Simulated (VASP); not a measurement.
## Al: single point with LDA

The system is Al.

```
CELL_PARAMETERS angstrom
0.00000 2.01946 2.01946
2.01946 0.00000 2.01946
2.01946 2.01946 0.00000
ATOMIC_POSITIONS crystal
Al 0.00000 0.00000 0.00000
```

```yaml
Program: VASP 6.6.1
Task: single point
Functional: LDA
Potentials_or_basis: VASP PAW LDA potentials, release 64 (Al)
Cutoff: 520 eV
k_mesh: 8 × 8 × 8
Occupations: gaussian, width 0.1 eV
Spin: no spin polarisation
```

| Item | Value |
| --- | --- |
| Pressure | -3.1 GPa |

Levels at points of the mesh, in eV from the Fermi level:
```tsv
k point	band 1	band 2	band 3	band 4	band 5
(0.00, 0.00, 0.00)	-11.17	12.52	12.52	12.52	13.85
(0.50, 0.00, 0.00)	-4.62	-4.46	11.19	11.19	11.38
(0.50, 0.50, 0.00)	-2.96	-1.68	5.24	5.48	5.48
```

Run time: 3.2 s on 1 thread of Intel(R) Xeon(R) Platinum 8375C CPU @ 2.90GHz (Ice Lake), with other jobs on the host, peak memory 0.12 GiB.
